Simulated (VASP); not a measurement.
The system is Al.

```
Al
1.0
     0.00000    2.00738    2.00738
     2.00738    0.00000    2.00738
     2.00738    2.00738    0.00000
Al
1
Direct
  0.00000 0.00000 0.00000
```

Base run:

- Program: VASP 6.6.1
- Functional: PBE
- Potentials or basis: VASP PAW PBE potentials, release 64 (Al)
- Cutoff: 520 eV
- k mesh: 11 × 11 × 11
- Occupations: fermi-dirac, width 0.05 eV
- Spin: no spin polarisation

Its results: pressure 1.7 GPa.

Q: The run is repeated on the same cell with these changes: functional from PBE to PBEsol. What comes out?

A: Pressure 0.2 GPa.

PBEsol binds more tightly than PBE, so the same cell stands under less pressure.

Caveats: the PAW data sets were made with another functional, which shifts forces and pressure a little (some runs).
